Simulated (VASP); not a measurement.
Crystal: Hf.

```
Hf
1.0
    -1.80500    1.80500    1.80500
     1.80500   -1.80500    1.80500
     1.80500    1.80500   -1.80500
Hf
1
Cartesian
  0.0000 0.0000 0.0000
```

```yaml
Program: VASP 6.6.1
Task: relaxation of cell and atoms
Functional: PBE0
Potentials_or_basis: VASP PAW PBE potentials, release 64 (Hf_pv)
Cutoff: 600 eV
k_mesh: 5 × 5 × 5
Occupations: fermi-dirac, width 0.05 eV
Spin: no spin polarisation
```

At the start: pressure -8.2 GPa; volume 23.52 Å³/atom.

Q: Where does the relaxation end?

A: Over 4 steps the energy falls by 48.1 meV/atom and the volume is 21.78 Å³/atom (-7.4 %); space group Im-3m (No. 229, to 0.05 Å).

Step by step:
```csv
step,energy change (eV),largest force (eV/Å),pressure (GPa),volume (Å³)
1,0.0000,0.0000,-8.24,23.52
2,0.0463,0.0000,15.41,19.64
3,-0.0481,0.0000,-0.23,21.81
4,-0.0481,0.0000,-0.05,21.78
```

Final structure:
```
CELL_PARAMETERS angstrom
-1.75915 1.75915 1.75915
1.75915 -1.75915 1.75915
1.75915 1.75915 -1.75915
ATOMIC_POSITIONS crystal
Hf 0.00000 0.00000 0.00000
```

Caveat: the k points lie up to 0.51 Å⁻¹ apart in the final cell; the PAW data sets were made with another functional, which shifts forces and pressure a little.
